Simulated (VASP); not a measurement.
# SiO2 (I-42d) in VASP: notebook

The runs below take SiO2 through single point, with LDA.

Program: VASP 6.6.1. These are calculated values, not measurements. Logs are shortened: lines on timing, memory, paths and dates and some standing lists are left out, and cuts for length are marked.

### Step 1. The cell of the first run

It takes space group I-42d (No. 122, tetragonal). The conventional cell has a = 5.151 Å, b = 5.151 Å, c = 7.617 Å, α = 90.00°, β = 90.00°, γ = 90.00°. Within 2.1 Å of Si (site symmetry -4) lie 4 O at 1.61 Å. Within 2.1 Å of O (site symmetry 2) lie 2 Si at 1.61 Å.

### Step 2. Single point, LDA

File INCAR:

```
PREC     = Accurate       # precision mode
ENCUT    = 520            # plane-wave cutoff, eV
EDIFF    = 1E-6           # SCF threshold, eV
ISMEAR   = 0              # smearing method
SIGMA    = 0.02           # smearing width, eV
LREAL    = False          # projectors in reciprocal space
LASPH    = True           # aspherical terms in the spheres
NELM     = 80             # most SCF steps
ALGO     = Normal         # electronic algorithm
ISIF     = 2              # what is computed and relaxed
LWAVE    = False          # write WAVECAR
LCHARG   = False          # write CHGCAR
GGA      = CA             # functional
NBANDS   = 44             # bands
```

File KPOINTS:

```
Automatic mesh
0
Gamma
  6 6 4
```

File POSCAR:

```
SiO2
1.0
    5.1506869934      0.0000000000      0.0000000000
    0.0000000000      5.1506869934      0.0000000000
    0.0000000000      0.0000000000      7.6168022508
Si O
4 8
Direct
    0.0000000000      0.0000000000      0.0000000000
    0.0000000000      0.5000000000      0.2500000000
    0.5000000000      0.5000000000      0.5000000000
    0.5000000000      0.0000000000      0.7500000000
    0.0295518242      0.2500000000      0.1250000000
    0.2500000000      0.5295518242      0.3750000000
    0.7500000000      0.4704481758      0.3750000000
    0.9704481758      0.7500000000      0.1250000000
    0.5295518242      0.7500000000      0.6250000000
    0.7500000000      0.0295518242      0.8750000000
    0.2500000000      0.9704481758      0.8750000000
    0.4704481758      0.2500000000      0.6250000000
```

Potentials or basis: VASP PAW LDA potentials, release 64 (Si, O).

Run with:

```bash
$ cat potpaw_LDA.64/Si/POTCAR potpaw_LDA.64/O/POTCAR > POTCAR
$ mpirun -np 1 vasp_std > vasp.out
```

OUTCAR:

```text
PREC = Accurate
   ENCUT = 520
   EDIFF = 1E-6
   ISMEAR = 0
   LREAL = False
   LASPH = True
   NELM = 80
   ISIF = 2
   GGA = CA

 ion  position               nearest neighbor table
   1  0.000  0.000  0.000-   5 1.61   8 1.61  10 1.61  11 1.61
   2  0.000  0.500  0.250-   5 1.61   6 1.61   7 1.61   8 1.61
   3  0.500  0.500  0.500-   6 1.61   7 1.61   9 1.61  12 1.61
   4  0.500  0.000  0.750-   9 1.61  10 1.61  11 1.61  12 1.61
   5  0.030  0.250  0.125-   1 1.61   2 1.61
   6  0.250  0.530  0.375-   2 1.61   3 1.61
   7  0.750  0.470  0.375-   2 1.61   3 1.61
   8  0.970  0.750  0.125-   1 1.61   2 1.61
   9  0.530  0.750  0.625-   3 1.61   4 1.61
  10  0.750  0.030  0.875-   1 1.61   4 1.61
  11  0.250  0.970  0.875-   1 1.61   4 1.61
  12  0.470  0.250  0.625-   3 1.61   4 1.61

  LATTYP: Found a simple tetragonal cell.
 ALAT       =     5.1506869934
 C/A-ratio  =     1.4787934620

  Lattice vectors:

 A1 = (   5.1506869934,   0.0000000000,   0.0000000000)
 A2 = (   0.0000000000,   5.1506869934,   0.0000000000)
 A3 = (   0.0000000000,   0.0000000000,   7.6168022508)

Analysis of symmetry for initial positions (statically):
=====================================================================
 Subroutine PRICEL returns following result:

  LATTYP: Found a body centered tetragonal cell.
 ALAT       =     5.1506869934
 C/A-ratio  =     1.4787934620

  Lattice vectors:

 A1 = (   2.5753434967,  -2.5753434967,  -3.8084011254)
 A2 = (  -2.5753434967,   2.5753434967,  -3.8084011254)
 A3 = (   2.5753434967,   2.5753434967,   3.8084011254)

   2 primitive cells build up your supercell.

 Routine SETGRP: Setting up the symmetry group for a
 simple tetragonal supercell.

 Subroutine GETGRP returns: Found  8 space group operations
 (whereof  4 operations were pure point group operations)
 out of a pool of 16 trial point group operations.

The static configuration has the point symmetry S_4 .
 The point group associated with its full space group is D_2d.

Analysis of symmetry for dynamics (positions and initial velocities):
=====================================================================
 Subroutine PRICEL returns following result:
[... 129 lines left out ...]
   EDIFF  = 0.1E-05   stopping-criterion for ELM
   LREAL  =      F    real-space projection
   EDIFFG = 0.1E-04   stopping-criterion for IOM
   NSW    =      0    number of steps for IOM
   IBRION =     -1    ionic relax: 0-MD 1-quasi-New 2-CG
   NFREE  =      0    steps in history (QN), initial steepest desc. (CG)
   ISIF   =      2    stress and relaxation
   ISYM   =      2    0-nonsym 1-usesym 2-fastsym
   POTIM  = 0.5000    time-step for ionic-motion
   TEBEG  =    0.0;   TEEND  =   0.0 temperature during run
   PSTRESS=    0.0 pullay stress
   NELECT =      64.0000    total number of electrons
   NUPDOWN=      -1.0000    fix difference up-down
   EMIN   =  10.00;   EMAX   =-10.00  energy-range for DOS
   EFERMI =   0.00;   METHOD = LEGACY
   ISMEAR =     0;   SIGMA  =   0.02  broadening in eV -4-tet -1-fermi 0-gaus
   EFERMI_NEDOS =   21; number of points for ismear=-14 and -15
   IALGO  =     38    algorithm
   IMIX   =      4    mixing-type and parameters
     AMIX     =   0.40;   BMIX     =  1.00
     AMIX_MAG =   1.60;   BMIX_MAG =  1.00
  volume/ion in A,a.u.               =      16.84       113.64
  Fermi-wavevector in a.u.,A,eV,Ry     =   1.115922  2.108787 16.943088  1.245282
  Thomas-Fermi vector in A             =   2.252531
   LORBIT       =      0    0 simple, 1 ext, 2 COOP (PROOUT), +10 PAW based schemes
   GGA     = CA    functional components
   LHFCALC =     F    Hartree Fock is set to
   AEXX    =    0.0000 exact exchange contribution
   IVDW    =     0    specifies the selected vdW correction
   LEPSILON=     F    determine dielectric tensor
   LRPA    =     F    only Hartree local field effects (RPA)
 non-spin polarized calculation
 Gauss-broadening in eV      SIGMA  =   0.02
  energy-cutoff  :      520.00
  volume of cell :      202.07
 maximum number of plane-waves:      5508
 NGX is ok and might be reduce to    40

 number of electron      64.0000030 magnetization

 Free energy of the ion-electron system (eV)
  ---------------------------------------------------
  ext. energy  EPLUGINS =         0.00000000
  ---------------------------------------------------
  free energy    TOTEN  =      -103.57978447 eV

  energy without entropy =     -103.57978447  energy(sigma->0) =     -103.57978447

 E-fermi :  -0.9528     XC(G=0):  -8.0345

 val. band max:       -1.0805417354   @ k =   0.0000   0.0000   0.0000
 cond. band min:       4.1881407620   @ k =   0.0000   0.0000   0.0000
 fundamental gap:      5.2686824975
 Fermi energy:        -0.9527978042

 k-point     1 :       0.0000    0.0000    0.0000
  band No.  band energies     occupation
      1     -20.2484      2.00000
      2     -19.3992      2.00000
      3     -19.3992      2.00000
      4     -18.2299      2.00000
      5     -18.1416      2.00000
      6     -18.1416      2.00000
[... 1117 lines left out ...]
     43      10.1126      0.00000
     44      10.1181      0.00000

 [... further k-points ...]
[... 5 lines left out ...]
  --------------------------------------------------------------------------------------
  -------------------------------------------------------------------------------------
  Total       -1.9707866     -1.9707866     -5.2789252      0.0000000      0.0000000      0.0000000
  in kB      -15.6259775    -15.6259775    -41.8555536      0.0000000      0.0000000      0.0000000
  external PRESSURE =     -24.3691696 kB  Pullay stress =       0.0000000 kB

 VOLUME and BASIS-vectors are now :
 -----------------------------------------------------------------------------
  energy-cutoff  :      520.00
  volume of cell :      202.07
      direct lattice vectors                 reciprocal lattice vectors
     5.150686993  0.000000000  0.000000000     0.194148858  0.000000000  0.000000000
     0.000000000  5.150686993  0.000000000     0.000000000  0.194148858  0.000000000
     0.000000000  0.000000000  7.616802251     0.000000000  0.000000000  0.131288691

 POSITION                                       TOTAL-FORCE (eV/Angst)
 -----------------------------------------------------------------------------------
      0.00000      0.00000      0.00000        -0.000000      0.000000     -0.000000
      0.00000      2.57534      1.90420        -0.000000      0.000000     -0.000000
      2.57534      2.57534      3.80840        -0.000000      0.000000     -0.000000
      2.57534      0.00000      5.71260        -0.000000      0.000000     -0.000000
      0.15221      1.28767      0.95210         0.004760     -0.000000     -0.000000
      1.28767      2.72756      2.85630        -0.000000      0.004760      0.000000
      3.86302      2.42313      2.85630        -0.000000     -0.004760      0.000000
      4.99847      3.86302      0.95210        -0.004760     -0.000000      0.000000
      2.72756      3.86302      4.76050         0.004760     -0.000000     -0.000000
      3.86302      0.15221      6.66470        -0.000000      0.004760     -0.000000
      1.28767      4.99847      6.66470        -0.000000     -0.004760      0.000000
      2.42313      1.28767      4.76050        -0.004760     -0.000000      0.000000
 -----------------------------------------------------------------------------------
    total drift:                                0.000000      0.000000      0.000000

  FREE ENERGIE OF THE ION-ELECTRON SYSTEM (eV)
  ---------------------------------------------------
  free  energy   TOTEN  =      -103.5797844720 eV

  energy  without entropy=     -103.5797844720  energy(sigma->0) =     -103.57978447
```

OSZICAR:

```text
N       E                     dE             d eps       ncg     rms          rms(c)
DAV:   1     0.424896968890E+03    0.42490E+03   -0.31695E+04  2640   0.129E+03
DAV:   2    -0.795836858770E+02   -0.50448E+03   -0.48492E+03  3404   0.308E+02
DAV:   3    -0.117259439134E+03   -0.37676E+02   -0.37489E+02  3304   0.901E+01
DAV:   4    -0.117799249495E+03   -0.53981E+00   -0.53868E+00  3280   0.119E+01
DAV:   5    -0.117809807340E+03   -0.10558E-01   -0.10551E-01  3244   0.161E+00    0.304E+01
DAV:   6    -0.103987295274E+03    0.13823E+02   -0.54674E+01  3048   0.332E+01    0.149E+01
DAV:   7    -0.103734775991E+03    0.25252E+00   -0.15252E+00  3100   0.498E+00    0.514E+00
DAV:   8    -0.103600618437E+03    0.13416E+00   -0.75475E-02  3268   0.158E+00    0.202E+00
DAV:   9    -0.103575415010E+03    0.25203E-01   -0.37885E-02  3296   0.112E+00    0.344E-01
DAV:  10    -0.103579575056E+03   -0.41600E-02   -0.57902E-03  2856   0.331E-01    0.149E-01
DAV:  11    -0.103579749359E+03   -0.17430E-03   -0.22493E-03  3124   0.240E-01    0.350E-02
DAV:  12    -0.103579772945E+03   -0.23586E-04   -0.80587E-05  3088   0.471E-02    0.238E-02
DAV:  13    -0.103579784761E+03   -0.11816E-04   -0.16474E-05  2916   0.163E-02    0.648E-03
DAV:  14    -0.103579784472E+03    0.28939E-06   -0.18981E-06  2312   0.641E-03
   1 F= -.10357978E+03 E0= -.10357978E+03  d E =-.300278E-21
```

It took 5.4 min on 1 thread of Intel Xeon 8259CL, shared host; peak memory 0.35 GiB.

What came out:

| Item | Value |
| --- | --- |
| Free energy | -103.5798 eV |
| Pressure | -2.4 GPa |
| Largest force | 0.005 eV/Å |
| Band gap on the k mesh | 5.27 eV |

Forces on the atoms (eV/Å):
```
Si   0.000  0.000  0.000
Si   0.000  0.000  0.000
Si   0.000  0.000  0.000
Si   0.000  0.000  0.000
O    0.005  0.000  0.000
O    0.000  0.005  0.000
O    0.000 -0.005  0.000
O   -0.005  0.000  0.000
O    0.005  0.000  0.000
O    0.000  0.005  0.000
O    0.000 -0.005  0.000
O   -0.005  0.000  0.000
```

A k mesh can miss the band edges.

### Step 3. Single point, LDA

This run uses another cell than the first one: it holds 6 atoms, not 12.

File INCAR:

```
  PREC = Accurate
  ENCUT = 910
  EDIFF = 1E-6
  ISMEAR = 0
  SIGMA = 0.02
  LREAL = F
  LASPH = T
  NELM = 120
  ALGO = Normal
  ISIF = 2
  LWAVE = F
  LCHARG = F
  GGA = CA
  NBANDS = 25
  GGA_COMPAT = F
```

File KPOINTS:

```
Automatic mesh
0
Gamma
  8 8 8
```

File POSCAR:

```
SiO2
1.0
   -2.1312507716      2.1312507716      3.6954963175
    2.1312507716     -2.1312507716      3.6954963175
    2.1312507716      2.1312507716     -3.6954963175
Si O
2 4
Direct
    0.0000000000      0.0000000000      0.0000000000
    0.7500000000      0.2500000000      0.5000000000
    0.3750000000      0.3053704081      0.4303704081
    1.0553704081      0.6250000000      0.9303704081
    0.6946295919      0.1250000000      0.0696295919
    0.8750000000     -0.0553704081      0.5696295919
```

Potentials or basis: VASP PAW LDA potentials, release 64 (Si, O_h).

Run with:

```bash
$ cat potpaw_LDA.64/Si/POTCAR potpaw_LDA.64/O_h/POTCAR > POTCAR
$ mpirun -np 1 vasp_std > vasp.out
```

Run time: 2.6 min. Hardware: 1 thread of AMD EPYC 9R45 (Zen 5), shared host; peak memory 0.32 GiB.

Results (log left out):

```
Free energy            : -51.5326 eV
Pressure               : 8.2 GPa
Largest force          : 0.061 eV/Å
Band gap on the k mesh : 6.45 eV (least direct gap 6.73 eV)
```

Forces on the atoms (eV/Å):
```
Si   0.000  0.000  0.000
Si   0.000  0.000  0.000
O    0.061  0.000  0.000
O    0.000  0.061  0.000
O    0.000 -0.061  0.000
O   -0.061  0.000  0.000
```

Stress tensor (GPa, compression positive):
```
8.13 0.00 0.00
0.00 8.13 0.00
0.00 0.00 8.26
```

Levels at points of the mesh, in eV from the valence-band top:
| k point | band 13 | band 14 | band 15 | band 16 | band 17 | band 18 | band 19 | band 20 |
| --- | --- | --- | --- | --- | --- | --- | --- | --- |
| (0.00, 0.00, 0.00) | -0.96 | -0.90 | -0.28 | -0.28 | 6.45 | 7.83 | 10.72 | 10.72 |
| (0.50, 0.00, 0.00) | -1.12 | -0.94 | -0.27 | -0.02 | 9.07 | 9.71 | 9.90 | 10.24 |
| (0.50, 0.50, 0.00) | -0.37 | -0.37 | -0.17 | -0.17 | 10.29 | 10.29 | 10.74 | 10.74 |
| (0.50, 0.50, 0.50) | -1.64 | -1.64 | 0.00 | 0.00 | 8.38 | 8.38 | 9.35 | 9.35 |

Caveat: the cutoff is under 1.25 times the usual one of these potentials, so pressure, stress and relaxed cells hold a basis-set (Pulay) error; the cell stands under pressure. A k mesh can miss the band edges.

### Step 4. Single point, LDA (uniaxial strain along c: -3.0 %)

File INCAR:

```
SYSTEM = SiO2
PREC = Accurate
ENCUT = 520
EDIFF = 1E-6
ISMEAR = 0
SIGMA = 0.02
LREAL = .FALSE.
LASPH = .TRUE.
NELM = 80
ALGO = Normal
ISIF = 2
LWAVE = .FALSE.
LCHARG = .FALSE.
NBANDS = 44
```

File KPOINTS:

```
Automatic mesh
0
G
  6 6 4
  0 0 0
```

File POSCAR:

```
SiO2
1.0
    4.9658521674      0.0000000000      0.0000000000
    0.0000000000      4.9658521674      0.0000000000
    0.0000000000      0.0000000000      7.0701422919
Si O
4 8
Direct
    0.0000000000      0.0000000000      0.0000000000
    0.0000000000      0.5000000000      0.2500000000
    0.5000000000      0.5000000000      0.5000000000
    0.5000000000      0.0000000000      0.7500000000
    0.1002674453      0.2500000000      0.1250000000
    0.2500000000      0.6002674453      0.3750000000
    0.7500000000      0.3997325547      0.3750000000
    0.8997325547      0.7500000000      0.1250000000
    0.6002674453      0.7500000000      0.6250000000
    0.7500000000      0.1002674453      0.8750000000
    0.2500000000      0.8997325547      0.8750000000
    0.3997325547      0.2500000000      0.6250000000
```

Potentials or basis: VASP PAW LDA potentials, release 64 (Si, O).

Run with:

```bash
$ cat potpaw_LDA.64/Si/POTCAR potpaw_LDA.64/O/POTCAR > POTCAR
$ mpirun -np 1 vasp_std > vasp.out
```

Run time: 4.6 min. Hardware: 1 thread of Intel Xeon 8259CL, shared host; peak memory 0.32 GiB.

The run converged. Its results:

| Item | Value |
| --- | --- |
| Free energy | -103.7036 eV |
| Pressure | 2.3 GPa |
| Largest force | 0.110 eV/Å |
| Band gap on the k mesh | 5.83 eV |

Forces in eV/Å, atoms in the order of the input:
```
Si   0.000  0.000  0.000
Si   0.000  0.000  0.000
Si   0.000  0.000  0.000
Si   0.000  0.000  0.000
O    0.110  0.000  0.000
O    0.000  0.110  0.000
O    0.000 -0.110  0.000
O   -0.110  0.000  0.000
O    0.110  0.000  0.000
O    0.000  0.110  0.000
O    0.000 -0.110  0.000
O   -0.110  0.000  0.000
```

Stress tensor (GPa, compression positive):
```
1.73 0.00 0.00
0.00 1.73 0.00
0.00 0.00 3.53
```

Levels at points of the mesh, in eV from the valence-band top:
```csv
k point,band 28,band 29,band 30,band 31,band 32,band 33,band 34,band 35,band 36,band 37
"(0.00, 0.00, 0.00)",-0.65,-0.36,-0.36,0.00,0.00,5.83,8.63,8.87,8.87,10.12
"(0.50, 0.00, 0.00)",-0.79,-0.63,-0.63,-0.19,-0.19,7.84,7.84,9.42,9.42,9.87
"(0.50, 0.50, 0.00)",-0.98,-0.28,-0.28,-0.28,-0.28,9.03,9.03,9.03,9.03,10.20
"(0.00, 0.00, 0.50)",-0.81,-0.22,-0.22,-0.22,-0.22,6.98,6.98,8.99,8.99,10.32
"(0.50, 0.00, 0.50)",-0.79,-0.44,-0.44,-0.15,-0.15,8.26,8.26,8.84,8.84,9.55
"(0.50, 0.50, 0.50)",-1.02,-0.41,-0.41,-0.41,-0.41,9.40,9.40,9.40,9.40,9.57
```

Caveat: the cell differs from its parent crystal (uniaxial strain along c: -3.0 %). A k mesh can miss the band edges.

### Step 5. Single point, LDA (uniaxial strain along c: -3.0 %, then relaxed in part)

File INCAR:

```
PREC = Accurate
ENCUT = 520
EDIFF = 1E-6
ISMEAR = 0
SIGMA = 0.02
LREAL = F
LASPH = T
NELM = 60
ALGO = Normal
ISIF = 2
LWAVE = F
LCHARG = F
GGA = CA
NBANDS = 44
```

File KPOINTS:

```
regular mesh
0
Gamma
  6 6 4
```

File POSCAR:

```
SiO2
1.0
    4.9713464827      0.0000000000      0.0000000000
    0.0000000000      4.9713464827      0.0000000000
    0.0000000000      0.0000000000      7.0701422919
Si O
4 8
Direct
    0.0000000000      0.0000000000      0.0000000000
    0.0000000000      0.5000000000      0.2500000000
    0.5000000000      0.5000000000      0.5000000000
    0.5000000000      0.0000000000      0.7500000000
    0.1018662976      0.2500000000      0.1250000000
    0.2500000000      0.6018662976      0.3750000000
    0.7500000000      0.3981337024      0.3750000000
    0.8981337024      0.7500000000      0.1250000000
    0.6018662976      0.7500000000      0.6250000000
    0.7500000000      0.1018662976      0.8750000000
    0.2500000000      0.8981337024      0.8750000000
    0.3981337024      0.2500000000      0.6250000000
```

Run with:

```bash
$ cat potpaw_LDA.64/Si/POTCAR potpaw_LDA.64/O/POTCAR > POTCAR
$ mpirun -np 1 vasp_std > vasp.out
```

Run time: 4.4 min. Hardware: 1 thread of Intel Xeon 8259CL, shared host; peak memory 0.32 GiB.

Results (log left out):

* Free energy: -103.7112 eV
* Pressure: 1.2 GPa
* Largest force: 0.029 eV/Å
* Band gap on the k mesh: 5.82 eV

Forces in eV/Å, atoms in the order of the input:
```
Si   0.000  0.000  0.000
Si   0.000  0.000  0.000
Si   0.000  0.000  0.000
Si   0.000  0.000  0.000
O    0.029  0.000  0.000
O    0.000  0.029  0.000
O    0.000 -0.029  0.000
O   -0.029  0.000  0.000
O    0.029  0.000  0.000
O    0.000  0.029  0.000
O    0.000 -0.029  0.000
O   -0.029  0.000  0.000
```

Stress tensor (GPa, compression positive):
```
0.58 0.00 0.00
0.00 0.58 0.00
0.00 0.00 2.57
```

Levels at points of the mesh, in eV from the valence-band top:
```csv
k point,band 28,band 29,band 30,band 31,band 32,band 33,band 34,band 35,band 36,band 37
"(0.00, 0.00, 0.00)",-0.67,-0.35,-0.35,0.00,0.00,5.82,8.60,8.86,8.86,10.05
"(0.50, 0.00, 0.00)",-0.77,-0.61,-0.61,-0.19,-0.19,7.83,7.83,9.38,9.38,9.83
"(0.50, 0.50, 0.00)",-0.96,-0.27,-0.27,-0.27,-0.27,9.03,9.03,9.03,9.03,10.16
"(0.00, 0.00, 0.50)",-0.81,-0.21,-0.21,-0.21,-0.21,6.97,6.97,8.97,8.97,10.29
"(0.50, 0.00, 0.50)",-0.77,-0.42,-0.42,-0.16,-0.16,8.22,8.22,8.85,8.85,9.55
"(0.50, 0.50, 0.50)",-1.00,-0.39,-0.39,-0.39,-0.39,9.40,9.40,9.40,9.40,9.51
```

Caveat: the cell differs from its parent crystal (uniaxial strain along c: -3.0 %, then relaxed in part).

### Step 6. Summary

```tsv
potentials or basis	cell	k mesh	cutoff (eV)	gap on the mesh (eV)	pressure (GPa)	largest force (eV/Å)
VASP PAW LDA potentials, release 64 (Si, O)	a = 5.151, b = 5.151, c = 7.617 Å, 12 atoms, atomic positions A	6 × 6 × 4	520	5.27	-2.4	-
VASP PAW LDA potentials, release 64 (Si, O_h)	a = 4.769 Å, angles 126.9, 126.9, 78.4°, 6 atoms, atomic positions B	8 × 8 × 8	910	6.45	8.2	0.06
VASP PAW LDA potentials, release 64 (Si, O)	a = 4.966, b = 4.966, c = 7.070 Å, 12 atoms, atomic positions C	6 × 6 × 4	520	5.83	2.3	0.11
VASP PAW LDA potentials, release 64 (Si, O)	a = 4.971, b = 4.971, c = 7.070 Å, 12 atoms, atomic positions C	6 × 6 × 4	520	5.82	1.2	0.03
```

Alike in all rows: task single point; level LDA; no spin polarisation; smearing gaussian 0.02 eV.

Caveats: the cutoff is under 1.25 times the usual one of these potentials, so pressure, stress and relaxed cells hold a basis-set (Pulay) error (at least some runs); the cell stands under pressure (at least some runs).

Absolute energies hang on the potentials; compare differences alone.
